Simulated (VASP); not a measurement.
# CdS (F-43m) in VASP: further runs

The runs below take CdS through electric field gradients, with PBEsol.

Everything below comes from runs of VASP 6.6.1. Logs are shortened: lines on timing, memory, paths and dates and some standing lists are left out, and cuts for length are marked.

## Step 1: The cell of the first run

Symmetry: F-43m, No. 216, cubic system. The conventional cell has a = 5.963 Å, b = 5.963 Å, c = 5.963 Å, α = 90.00°, β = 90.00°, γ = 90.00°. Within 3.4 Å of Cd (site symmetry -43m) lie 4 S at 2.58 Å. Within 3.4 Å of S (site symmetry -43m) lie 4 Cd at 2.58 Å.

## Step 2: Electric field gradients, PBEsol (volume scaled by 1.04)

The input, INCAR:

```
SYSTEM = CdS
ALGO = Normal ; EDIFF = 1E-8
ENCUT = 520 ; GGA = PS
ISIF = 2 ; ISMEAR = -1
LASPH = .TRUE. ; LCHARG = .FALSE.
LEFG = .TRUE. ; LREAL = .FALSE.
LWAVE = .FALSE. ; NBANDS = 16
NELM = 80 ; PREC = Accurate
SIGMA = 0.02
```

The input, KPOINTS:

```
k-points
0
G
  7 7 7
  0 0 0
```

The input, POSCAR:

```
CdS
1.0
    0.0000000000      2.9816809780      2.9816809780
    2.9816809780      0.0000000000      2.9816809780
    2.9816809780      2.9816809780      0.0000000000
Cd S
1 1
Direct
    0.0000000000      0.0000000000      0.0000000000
    0.7500000000      0.7500000000      0.7500000000
```

Potentials or basis: VASP PAW PBE potentials, release 64 (Cd, S).

The run is started by

```bash
$ cat potpaw_PBE.64/Cd/POTCAR potpaw_PBE.64/S/POTCAR > POTCAR
$ mpirun -np 1 vasp_std > vasp.out
```

OUTCAR:

```text
SYSTEM = CdS
   EDIFF = 1E-8
   ENCUT = 520
   GGA = PS
   ISIF = 2
   ISMEAR = -1
   LASPH = .TRUE.
   LREAL = .FALSE.
   NELM = 80
   PREC = Accurate

 ion  position               nearest neighbor table
   1  0.000  0.000  0.000-   2 2.58   2 2.58   2 2.58   2 2.58
   2  0.750  0.750  0.750-   1 2.58   1 2.58   1 2.58   1 2.58

  LATTYP: Found a face centered cubic cell.
 ALAT       =     5.9633619560

  Lattice vectors:

 A1 = (   0.0000000000,   2.9816809780,   2.9816809780)
 A2 = (   2.9816809780,   0.0000000000,   2.9816809780)
 A3 = (   2.9816809780,   2.9816809780,   0.0000000000)

Analysis of symmetry for initial positions (statically):
=====================================================================
 Subroutine PRICEL returns:
 Original cell was already a primitive cell.

 Routine SETGRP: Setting up the symmetry group for a
 face centered cubic supercell.

 Subroutine GETGRP returns: Found 24 space group operations
 (whereof 24 operations were pure point group operations)
 out of a pool of 48 trial point group operations.

The static configuration has the point symmetry T_d .

Analysis of symmetry for dynamics (positions and initial velocities):
=====================================================================
 Subroutine PRICEL returns:
 Original cell was already a primitive cell.

 Routine SETGRP: Setting up the symmetry group for a
 face centered cubic supercell.

 Subroutine GETGRP returns: Found 24 space group operations
 (whereof 24 operations were pure point group operations)
 out of a pool of 48 trial point group operations.

The dynamic configuration has the point symmetry T_d .

 Subroutine INISYM returns: Found 24 space group operations
 (whereof 24 operations are pure point group operations),
 and found     1 'primitive' translations

----------------------------------------------------------------------------------------

                                     Primitive cell

  volume of cell :      53.0168

  direct lattice vectors                    reciprocal lattice vectors
     0.000000000  2.981680978  2.981680978    -0.167690643  0.167690643  0.167690643
     2.981680978  0.000000000  2.981680978     0.167690643 -0.167690643  0.167690643
     2.981680978  2.981680978  0.000000000     0.167690643  0.167690643 -0.167690643

  length of vectors
     4.216733678  4.216733678  4.216733678     0.290448713  0.290448713  0.290448713

  position of ions in fractional coordinates (direct lattice)
     0.000000000  0.000000000  0.000000000
     0.750000000  0.750000000  0.750000000

  ion indices of the primitive-cell ions
   primitive index   ion index
                 1           1
                 2           2

----------------------------------------------------------------------------------------

 KPOINTS: k-points

Automatic generation of k-mesh.
 Grid dimensions read from file:
 generate k-points for:    7    7    7

 Generating k-lattice:

  Cartesian coordinates                     Fractional coordinates (reciprocal lattice)
    -0.023955806  0.023955806  0.023955806     0.142857143  0.000000000  0.000000000
     0.023955806 -0.023955806  0.023955806     0.000000000  0.142857143  0.000000000
     0.023955806  0.023955806 -0.023955806     0.000000000  0.000000000  0.142857143

  Length of vectors
     0.041492673  0.041492673  0.041492673

  Shift w.r.t. Gamma in fractional coordinates (k-lattice)
     0.000000000  0.000000000  0.000000000

 Subroutine IBZKPT returns following result:
 ===========================================

 Found     20 irreducible k-points:

 Following reciprocal coordinates:
            Coordinates               Weight
  0.000000  0.000000  0.000000      1.000000
  0.142857  0.000000  0.000000      8.000000
  0.285714  0.000000  0.000000      8.000000
  0.428571  0.000000  0.000000      8.000000
  0.142857  0.142857  0.000000      6.000000
  0.285714  0.142857  0.000000     24.000000
[... 12 lines left out ...]
 -0.428571  0.428571  0.142857     24.000000
 -0.285714  0.428571  0.142857     24.000000
   k-points           NKPTS =     20   k-points in BZ     NKDIM =     20   number of bands    NBANDS=     16
   number of dos      NEDOS =    301   number of ions     NIONS =      2
   total plane-waves  NPLWV =  32768
   dimension x,y,z NGX =    32 NGY =   32 NGZ =   32
   dimension x,y,z NGXF=    64 NGYF=   64 NGZF=   64
   ions per type =               1   1
   NGX,Y,Z   is equivalent  to a cutoff of  12.62, 12.62, 12.62 a.u.
   NGXF,Y,Z  is equivalent  to a cutoff of  25.23, 25.23, 25.23 a.u.
 SYSTEM =  CdS
   PREC   = accura    normal or accurate (medium, high low for compatibility)
   ISTART =      0    job   : 0-new  1-cont  2-samecut
   ICHARG =      2    charge: 1-file 2-atom 10-const
   ISPIN  =      1    spin polarized calculation?
   LNONCOLLINEAR =      F non collinear calculations
   LSORBIT =      F    spin-orbit coupling
   LASPH  =      T    aspherical Exc in radial PAW
   ENCUT  =  520.0 eV  38.22 Ry    6.18 a.u.   7.84  7.84  7.84*2*pi/ulx,y,z
   NELM   =     80;   NELMIN=  2; NELMDL= -5     # of ELM steps
   EDIFF  = 0.1E-07   stopping-criterion for ELM
   LREAL  =      F    real-space projection
   EDIFFG = 0.1E-06   stopping-criterion for IOM
   NSW    =      0    number of steps for IOM
   IBRION =     -1    ionic relax: 0-MD 1-quasi-New 2-CG
   NFREE  =      0    steps in history (QN), initial steepest desc. (CG)
   ISIF   =      2    stress and relaxation
   ISYM   =      2    0-nonsym 1-usesym 2-fastsym
   POTIM  = 0.5000    time-step for ionic-motion
   TEBEG  =    0.0;   TEEND  =   0.0 temperature during run
   PSTRESS=    0.0 pullay stress
   NELECT =      18.0000    total number of electrons
   NUPDOWN=      -1.0000    fix difference up-down
   EMIN   =  10.00;   EMAX   =-10.00  energy-range for DOS
   EFERMI =   0.00;   METHOD = LEGACY
   ISMEAR =    -1;   SIGMA  =   0.02  broadening in eV -4-tet -1-fermi 0-gaus
   EFERMI_NEDOS =   21; number of points for ismear=-14 and -15
   IALGO  =     38    algorithm
   IMIX   =      4    mixing-type and parameters
     AMIX     =   0.40;   BMIX     =  1.00
     AMIX_MAG =   1.60;   BMIX_MAG =  1.00
  volume/ion in A,a.u.               =      26.51       178.89
  Fermi-wavevector in a.u.,A,eV,Ry     =   1.142075  2.158208 17.746548  1.304335
  Thomas-Fermi vector in A             =   2.278773
   LORBIT       =      0    0 simple, 1 ext, 2 COOP (PROOUT), +10 PAW based schemes
   GGA     = PS    functional components
   LHFCALC =     F    Hartree Fock is set to
   AEXX    =    0.0000 exact exchange contribution
   IVDW    =     0    specifies the selected vdW correction
   LEPSILON=     F    determine dielectric tensor
   LRPA    =     F    only Hartree local field effects (RPA)
 non-spin polarized calculation
  energy-cutoff  :      520.00
  volume of cell :       53.02
 maximum number of plane-waves:      1442
   NGX = 15   NGY = 15   NGZ = 15

 number of electron      17.9999996 magnetization

 Free energy of the ion-electron system (eV)
  ---------------------------------------------------
  ext. energy  EPLUGINS =         0.00000000
  ---------------------------------------------------
  free energy    TOTEN  =        -6.77626218 eV

  energy without entropy =       -6.77626218  energy(sigma->0) =       -6.77626218

 E-fermi :   1.1312     XC(G=0):  -9.0695

 val. band max:        0.6676562031   @ k =   0.0000   0.0000   0.0000
 cond. band min:       1.5353840139   @ k =   0.0000   0.0000   0.0000
 fundamental gap:      0.8677278108
 Fermi energy:         1.1311688710

 k-point     1 :       0.0000    0.0000    0.0000
  band No.  band energies     occupation
      1     -11.3286      2.00000
      2      -6.8402      2.00000
      3      -6.8402      2.00000
      4      -6.8402      2.00000
      5      -6.4377      2.00000
      6      -6.4377      2.00000
[... 8 lines left out ...]
     15      12.0043      0.00000
     16      12.0043      0.00000

 k-point     2 :       0.1429    0.0000    0.0000
  band No.  band energies     occupation
      1     -11.2578      2.00000
      2      -6.8158      2.00000
      3      -6.8158      2.00000
      4      -6.7742      2.00000
      5      -6.4385      2.00000
      6      -6.4385      2.00000
[... 8 lines left out ...]
     15      11.3063      0.00000
     16      12.1678      0.00000

 k-point     3 :       0.2857    0.0000    0.0000
  band No.  band energies     occupation
      1     -11.0978      2.00000
      2      -6.7686      2.00000
      3      -6.7686      2.00000
      4      -6.5412      2.00000
      5      -6.4303      2.00000
      6      -6.4303      2.00000
[... 8 lines left out ...]
     15      11.2833      0.00000
     16      11.4512      0.00000

 k-point     4 :       0.4286    0.0000    0.0000
  band No.  band energies     occupation
      1     -10.9698      2.00000
      2      -6.7412      2.00000
      3      -6.7412      2.00000
      4      -6.4105      2.00000
      5      -6.4105      2.00000
      6      -6.1896      2.00000
[... 8 lines left out ...]
     15      12.5214      0.00000
     16      12.5214      0.00000

 k-point     5 :       0.1429    0.1429    0.0000
  band No.  band energies     occupation
      1     -11.2344      2.00000
      2      -6.7917      2.00000
      3      -6.7917      2.00000
      4      -6.7846      2.00000
      5      -6.4542      2.00000
      6      -6.4242      2.00000
[... 8 lines left out ...]
     15      12.1467      0.00000
     16      13.0097      0.00000

 k-point     6 :       0.2857    0.1429    0.0000
  band No.  band energies     occupation
      1     -11.1047      2.00000
      2      -6.7603      2.00000
      3      -6.7390      2.00000
      4      -6.6241      2.00000
      5      -6.4459      2.00000
      6      -6.4111      2.00000
[... 8 lines left out ...]
     15      12.1191      0.00000
     16      13.0635      0.00000
[... 191 lines left out ...]
 k-point    17 :       0.4286    0.2857    0.1429
  band No.  band energies     occupation
      1     -10.9870      2.00000
      2      -6.7104      2.00000
      3      -6.6928      2.00000
      4      -6.5324      2.00000
      5      -6.4108      2.00000
      6      -6.3155      2.00000
[... 8 lines left out ...]
     15      12.9468      0.00000
     16      14.1929      0.00000

 k-point    18 :      -0.4286    0.2857    0.1429
  band No.  band energies     occupation
      1     -10.8942      2.00000
      2      -6.6905      2.00000
      3      -6.6610      2.00000
      4      -6.4776      2.00000
      5      -6.4126      2.00000
      6      -6.0491      2.00000
[... 8 lines left out ...]
     15      12.6509      0.00000
     16      13.8242      0.00000

 k-point    19 :      -0.4286    0.4286    0.1429
  band No.  band energies     occupation
      1     -10.8543      2.00000
      2      -6.6441      2.00000
      3      -6.6189      2.00000
      4      -6.5205      2.00000
      5      -6.3922      2.00000
      6      -6.0161      2.00000
[... 8 lines left out ...]
     15      13.3567      0.00000
     16      13.7295      0.00000

 k-point    20 :      -0.2857    0.4286    0.1429
  band No.  band energies     occupation
      1     -10.8447      2.00000
      2      -6.6592      2.00000
      3      -6.6210      2.00000
      4      -6.4798      2.00000
      5      -6.4214      2.00000
      6      -5.9247      2.00000
[... 8 lines left out ...]
     15      12.7084      0.00000
     16      14.3042      0.00000

------------------------ aborting loop because EDIFF is reached ----------------------------------------

  FORCE on cell =-STRESS in cart. coord.  units (eV):
  Direction    XX          YY          ZZ          XY          YZ          ZX
  --------------------------------------------------------------------------------------
  -------------------------------------------------------------------------------------
  Total       -1.1244623     -1.1244623     -1.1244623      0.0000000      0.0000000      0.0000000
  in kB      -33.9814537    -33.9814537    -33.9814537      0.0000000      0.0000000      0.0000000
  external PRESSURE =     -33.9814537 kB  Pullay stress =       0.0000000 kB

 VOLUME and BASIS-vectors are now :
 -----------------------------------------------------------------------------
  energy-cutoff  :      520.00
  volume of cell :       53.02
      direct lattice vectors                 reciprocal lattice vectors
     0.000000000  2.981680978  2.981680978    -0.167690643  0.167690643  0.167690643
     2.981680978  0.000000000  2.981680978     0.167690643 -0.167690643  0.167690643
     2.981680978  2.981680978  0.000000000     0.167690643  0.167690643 -0.167690643

 POSITION                                       TOTAL-FORCE (eV/Angst)
 -----------------------------------------------------------------------------------
      0.00000      0.00000      0.00000        -0.000000      0.000000     -0.000000
      4.47252      4.47252      4.47252         0.000000     -0.000000      0.000000
 -----------------------------------------------------------------------------------
    total drift:                                0.000000      0.000000      0.000000

  FREE ENERGIE OF THE ION-ELECTRON SYSTEM (eV)
  ---------------------------------------------------
  free  energy   TOTEN  =        -6.7762621762 eV

  energy  without entropy=       -6.7762621762  energy(sigma->0) =       -6.77626218

 Electric field gradients (V/A^2)
---------------------------------------------------------------------
 ion       V_xx      V_yy      V_zz      V_xy      V_xz      V_yz
---------------------------------------------------------------------
   1      -0.000    -0.000    -0.000     0.001     0.001     0.001
   2       0.000    -0.000    -0.000    -0.000    -0.000    -0.000
---------------------------------------------------------------------

 Electric field gradients after diagonalization (V/A^2)
 (convention: |V_zz| > |V_xx| > |V_yy|)
----------------------------------------------------------------------
 ion       V_xx      V_yy      V_zz     asymmetry (V_yy - V_xx)/ V_zz
----------------------------------------------------------------------
   1      -0.001    -0.001     0.001       0.000
   2       0.000     0.000    -0.001       0.000
----------------------------------------------------------------------

           NMR quadrupolar parameters

 Cq : quadrupolar parameter    Cq=e*Q*V_zz/h
 eta: asymmetry parameters     (V_yy - V_xx)/ V_zz
 Q  : nuclear electric quadrupole moment in mb (millibarn)
----------------------------------------------------------------------
 ion       Cq(MHz)       eta       Q (mb)
----------------------------------------------------------------------
   1       0.000       0.000       1.000
   2      -0.000       0.000       1.000
----------------------------------------------------------------------
```

Wall time 15 s (1 thread of Intel Xeon Platinum 8488C (Sapphire Rapids), shared host); peak memory 0.18 GiB.

Results:

```yaml
Free_energy: -6.7763 eV
Pressure: -3.4 GPa
Band_gap_on_the_k_mesh: 0.87 eV, direct
```

Caveat: without QUAD_EFG the Cq values of the log hold for a quadrupole moment of 1 mb, not for the nuclei; the PAW data sets were made with another functional, which shifts forces and pressure a little.

(Part 1 of 2 ends here.)
